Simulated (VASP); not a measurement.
Runs of VASP 6.6.1 on SrO. The structure is that of space group P-6m2 (No. 187), or close to it. The cells are those of the table. 

| cell | k mesh | smearing | gap on the mesh (eV) |
| --- | --- | --- | --- |
| a = 4.049, b = 4.049, c = 35.803 Å, angles 90.0, 90.0, 120.0°, 4 atoms | 12 × 12 × 1 | gaussian 0.02 eV | 1.56 |
| a = 4.051, b = 4.051, c = 34.179 Å, angles 90.0, 90.0, 120.0°, 4 atoms | 6 × 6 × 1 | gaussian 0.1 eV | 1.51 |
| a = 4.148, b = 4.148, c = 20.000 Å, angles 90.0, 90.0, 120.0°, 4 atoms | 6 × 6 × 1 | gaussian 0.1 eV | (a) |
| a = 4.051, b = 4.051, c = 34.179 Å, angles 90.0, 90.0, 120.0°, 4 atoms | 12 × 12 × 1 | gaussian 0.02 eV | 1.51 |

Alike in all rows: task single point; level PBE; potentials or basis VASP PAW PBE potentials, release 64 (Sr_sv, O); no spin polarisation; cutoff (eV) 520.

Q: Estimate the missing entries.

A: (a) none.

A k mesh can miss the band edges, and the runs leave out spin-orbit coupling on Sr.
